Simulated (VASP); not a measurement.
# YMo6: single point with PBE

The system is YMo6.

```xyz
7
Lattice="7.7261 0.0000 0.0000 -3.8630 6.6910 0.0000 0.0000 0.0000 2.7898" Properties=species:S:1:pos:R:3 pbc="T T T"
Y     0.0000    0.0000    0.0000
Mo    2.6729    0.0000    1.3949
Mo    5.0532    0.0000    1.3949
Mo   -1.3364    2.3148    1.3949
Mo   -2.5266    4.3762    1.3949
Mo    2.5266    4.3762    1.3949
Mo    1.3364    2.3148    1.3949
```

The cell was built from a structure type or drawn by symmetry, and may not be a known phase.

```
Program             : VASP 6.6.1
Task                : single point
Functional          : PBE
Potentials or basis : VASP PAW PBE potentials, release 64 (Y_sv, Mo_sv)
Cutoff              : 520 eV
k mesh              : 3 × 3 × 6
Occupations         : gaussian, width 0.1 eV
Spin                : no spin polarisation
```

```
Pressure               : 0.4 GPa
Largest force          : 0.080 eV/Å
Band gap on the k mesh : zero (an odd number of electrons rules out a gap without spin polarisation)
```

Forces on the atoms (eV/Å):
```
Y    0.000  0.000  0.000
Mo  -0.080  0.000  0.000
Mo   0.080  0.000  0.000
Mo   0.040 -0.069  0.000
Mo  -0.040  0.069  0.000
Mo   0.040  0.069  0.000
Mo  -0.040 -0.069  0.000
```

Stress tensor (GPa, compression positive):
```
0.48 0.00 0.00
0.00 0.48 0.00
0.00 0.00 0.29
```

Levels at points of the mesh, in eV from the Fermi level:
```
           k point  band 42  band 43  band 44  band 45  band 46  band 47  band 48  band 49  band 50  band 51
(0.00, 0.00, 0.00)    -0.93    -0.93    -0.85    -0.85    -0.12    -0.08     0.25     0.47     0.47     0.68
(0.00, 0.00, 0.50)    -1.58    -1.58    -0.65    -0.65    -0.07     0.06     0.06     0.14     0.14     0.73
```

Run time: 3.3 min on 1 thread of Intel(R) Xeon(R) Platinum 8259CL CPU @ 2.50GHz (Skylake/Cascade Lake), on a shared host, peak memory 0.33 GiB.

Caveat: the k points lie up to 0.38 Å⁻¹ apart, too coarse for converged energies and pressures of a metal.
